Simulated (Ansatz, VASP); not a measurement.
## Two plane-wave programs on LiF

```
Li F
1.0
     0.00000    2.11487    2.11487
     2.11487    0.00000    2.11487
     2.11487    2.11487    0.00000
Li F
1 1
Direct
  0.75000 0.75000 0.75000
  0.00000 0.00000 0.00000
```

Alike in both runs: task single point; functional PBE; k mesh 10 × 10 × 10; occupations gaussian, width 0.02 eV; no spin polarisation.

|  | VASP | Ansatz |
| --- | --- | --- |
| version | VASP 6.6.1 | Ansatz 0.2.0 |
| potentials or method | VASP PAW PBE potentials, release 64 (Li_sv, F), cutoff 520 eV | scalar-relativistic, plane waves, PAW |
| valence electrons in the cell | 10 | 10 |

```tsv
	VASP	Ansatz	Ansatz less VASP
gap on the k mesh at the Fermi level (eV)	8.15	8.17	+0.014
least direct gap on the mesh (eV)	8.15	8.17	+0.014
```

Noted on VASP's run: the cutoff is short for stress, so the pressure is rough.
